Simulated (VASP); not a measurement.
Input of a VASP 6.6.1 run:

The input INCAR:

```
PREC = Accurate
ENCUT = 520
EDIFF = 1E-6
ISMEAR = -1
SIGMA = 0.02
LREAL = F
LASPH = T
NELM = 80
ALGO = Normal
ISIF = 2
LWAVE = F
LCHARG = F
GGA = PE
NBANDS = 11
```

Contents of KPOINTS:

```
regular mesh
0
Gamma
  12 12 12
```

The input POSCAR:

```
BN
1.0
    0.0000000000      1.8048254650      1.8770184836
    1.8048254650      0.0000000000      1.8770184836
    1.8048254650      1.8048254650      0.0000000000
B N
1 1
Direct
    0.0000000000      0.0000000000      0.0000000000
    0.2500000000      0.2500000000      0.2500000000
```

Potentials or basis: VASP PAW PBE potentials, release 64 (B, N).

Command:

```console
$ cat potpaw_PBE.64/B/POTCAR potpaw_PBE.64/N/POTCAR > POTCAR
$ mpirun -np 1 vasp_std > vasp.out
```

(1) Estimate the pressure.

(2) What does it give for the band gap on the k mesh?

## Answers

(1) -9.3 GPa.

(2) 4.08 eV (least direct gap 8.44 eV).

Caveat: the cell differs from its parent crystal (uniaxial z strain +4.0%); the cell stands under tension.
